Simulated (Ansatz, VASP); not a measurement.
AgCl: VASP beside Ansatz

File POSCAR:

```
AgCl
1.0
    3.5775915610      0.0000000000      0.0000000000
    0.0000000000      3.5775915610      0.0000000000
    0.0000000000      0.0000000000      3.5775915610
Ag Cl
1 1
Direct
    0.0000000000      0.0000000000      0.0000000000
    0.5000000000      0.5000000000      0.5000000000
```

INCAR.step1

```
SYSTEM = AgCl
ALGO     = Normal         ! electronic algorithm
EDIFF    = 1E-4           ! SCF threshold, eV
ENCUT    = 520            ! plane-wave cutoff, eV
GGA      = PE             ! functional
ISMEAR   = 0              ! smearing method
LASPH    = .True.         ! aspherical terms in the spheres
LCHARG   = .False.        ! write CHGCAR
LREAL    = .False.        ! projectors in reciprocal space
LWAVE    = .True.         ! write WAVECAR
NBANDS   = 16             ! bands
NELM     = 80             ! most SCF steps
PREC     = Accurate       ! precision mode
SIGMA    = 0.01           ! smearing width, eV
```

Contents of INCAR.step2:

```
SYSTEM = AgCl
ALGO     = Normal         ! electronic algorithm
EDIFF    = 1E-7           ! SCF threshold, eV
ENCUT    = 520            ! plane-wave cutoff, eV
ISIF     = 2              ! what is computed and relaxed
ISMEAR   = 0              ! smearing method
ISTART   = 1            
LASPH    = .True.         ! aspherical terms in the spheres
LCHARG   = .False.        ! write CHGCAR
LMIXTAU  = .True.       
LREAL    = .False.        ! projectors in reciprocal space
LWAVE    = .False.        ! write WAVECAR
METAGGA  = R2SCAN         ! meta-GGA
NBANDS   = 16             ! bands
NELM     = 80             ! most SCF steps
PREC     = Accurate       ! precision mode
SIGMA    = 0.01           ! smearing width, eV
```

The input KPOINTS:

```
k-points
0
Gamma
  8 8 8
  0 0 0
```

Input for Ansatz:

```yaml
crystal:
  lattice:
    - [3.577591561, 0.0, 0.0]
    - [0.0, 3.577591561, 0.0]
    - [0.0, 0.0, 3.577591561]
  atoms:
    - { symbol: Ag, position: [0.0, 0.0, 0.0] }
    - { symbol: Cl, position: [0.5, 0.5, 0.5] }
kpoints:
  mp_grid: { grid: [8, 8, 8] }
  band_path:
    path: [[0.0, 0.0, 0.0], [0.0, 0.5, 0.0], [0.5, 0.5, 0.0], [0.5, 0.5, 0.5]]
    npoints: 1
hamiltonian:
  xc: r2scan
scf:
  occupations: { method: fixed }
  n_extra_bands: 4
output:
  forces: true
  stress: true
  eigenvalues: true
```

Change from the starting cell: hydrostatic strain +5.4%.

Alike in both runs: task single point; functional r2SCAN; k mesh 8 × 8 × 8; no spin polarisation.

|  | VASP | Ansatz |
| --- | --- | --- |
| version | VASP 6.6.1 | Ansatz 0.2.0 |
| potentials or method | VASP PAW PBE potentials, release 64 (Ag, Cl) | plane waves, PAW |
| plane-wave cutoff (eV) | 520 | 500 |
| occupations | gaussian, width 0.01 eV | fixed |
| valence electrons in the cell | 18 | 26 |

|  | VASP | Ansatz | Ansatz less VASP |
| --- | --- | --- | --- |
| gap on the k mesh at the Fermi level (eV) | 1.13 | 1.17 | +0.037 |
| pressure (GPa) | -6.0 | -5.9 | +0.10 |

VASP's potentials were made for PBE, not for r2SCAN. VASP's potentials hold 18 valence electrons a cell and Ansatz's 26, so a difference there can come from the potentials and not from the codes.
